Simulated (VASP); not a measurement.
O: single point with PBE

Crystal: O.

```
O
1.0
     0.00000    2.09064    2.09064
     2.09064    0.00000    2.09064
     2.09064    2.09064    0.00000
O
2
Direct
  0.87500 0.87500 0.87500
  0.12500 0.12500 0.12500
```

```json
{
  "Program": "VASP 6.6.1",
  "Task": "single point",
  "Functional": "PBE",
  "Potentials or basis": "VASP PAW PBE potentials, release 64 (O)",
  "Cutoff": "520 eV",
  "k mesh": "14 × 14 × 14",
  "Occupations": "fermi-dirac, width 0.05 eV",
  "Spin": "no spin polarisation"
}
```

```yaml
Pressure: 25.9 GPa
Band_gap_on_the_k_mesh: zero (bands 6 and 7 overlap by 1.32 eV)
```

Levels at points of the mesh, in eV from the Fermi level:
```
           k point  band 3  band 4  band 5  band 6  band 7  band 8  band 9  band 10
(0.00, 0.00, 0.00)   -4.53   -4.53   -4.53   -0.88   -0.88   -0.88   10.27    24.63
(0.50, 0.00, 0.00)   -5.76   -5.65   -5.65    0.44    0.44    1.55   13.85    16.68
(0.50, 0.50, 0.00)   -6.96   -6.96   -2.48   -2.48    2.09    2.09   13.67    13.67
```

Run time: 12 s on 1 thread of AMD EPYC 9R45 96-Core Processor (Zen 5), on a shared host, peak memory 0.11 GiB.

Caveat: the cell stands under pressure.
